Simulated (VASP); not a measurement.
A run of VASP 6.6.1:

Contents of INCAR:

```
ALGO = Normal ; EDIFF = 1E-6
ENCUT = 500 ; GGA = PE
GGA_COMPAT = F ; ISIF = 2
ISMEAR = 0 ; LASPH = T
LCHARG = F ; LREAL = F
LWAVE = F ; NBANDS = 19
NELM = 120 ; PREC = Accurate
SIGMA = 0.01
```

Contents of KPOINTS:

```
k-points
0
Gamma
  6 6 2
```

The input POSCAR:

```
ZrS2
1.0
    3.6743619272      0.0000000000      0.0000000000
   -1.8371809636      3.1820907716      0.0000000000
    0.0000000000      0.0000000000      5.8571358081
Zr S
1 2
Direct
    0.0000000000      0.0000000000      0.0000000000
    0.6666666667      0.3333333333      0.7537648223
    0.3333333333      0.6666666667      0.2462351777
```

Potentials or basis: VASP PAW PBE potentials, release 64 (Zr_sv, S).

Launch:

```bash
$ cat potpaw_PBE.64/Zr_sv/POTCAR potpaw_PBE.64/S/POTCAR > POTCAR
$ mpirun -np 1 vasp_std > vasp.out
```

Hardware: 1 thread of Intel(R) Xeon(R) 6975P-C (Granite Rapids), with other jobs on the host.

Task: How long does it take, and how much memory?

Result: Run time: 11 s on 1 thread of Intel(R) Xeon(R) 6975P-C (Granite Rapids) (shared host), peak memory 0.18 GiB. Counts: scf iterations 14, k points 14.
